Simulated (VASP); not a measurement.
A run of VASP 6.6.1 is set up as follows.

The input INCAR:

```
ALGO = Normal ; EDIFF = 1E-8
ENCUT = 520 ; GGA = PS
IBRION = 8 ; ISIF = 2
ISMEAR = 0 ; LASPH = T
LCHARG = F ; LEPSILON = T
LREAL = F ; LWAVE = F
NBANDS = 16 ; NELM = 80
NSW = 1 ; PREC = Accurate
SIGMA = 0.01
```

KPOINTS

```
k-points
0
Gamma
  6 6 6
```

File POSCAR:

```
ZnSe
1.0
    0.0000000000      2.8167926670      2.8167926670
    2.8167926670      0.0000000000      2.8167926670
    2.8167926670      2.8167926670      0.0000000000
Zn Se
1 1
Direct
    0.0000000000      0.0000000000      0.0000000000
    0.2500000000      0.2500000000      0.2500000000
```

Potentials or basis: VASP PAW PBE potentials, release 64 (Zn, Se).

Launch:

```sh
$ cat potpaw_PBE.64/Zn/POTCAR potpaw_PBE.64/Se/POTCAR > POTCAR
$ mpirun -np 1 vasp_std > vasp.out
```

(1) Predict the electronic dielectric tensor (diagonal).

(2) What does it give for the Born charges (mean of the diagonal)?

(3) What does it give for the highest phonon frequency at Γ, LO-TO splitting left out?

## Answers

(1) 9.43.

(2) Zn +2.17; Se -2.17 e.

(3) 210 cm⁻¹.
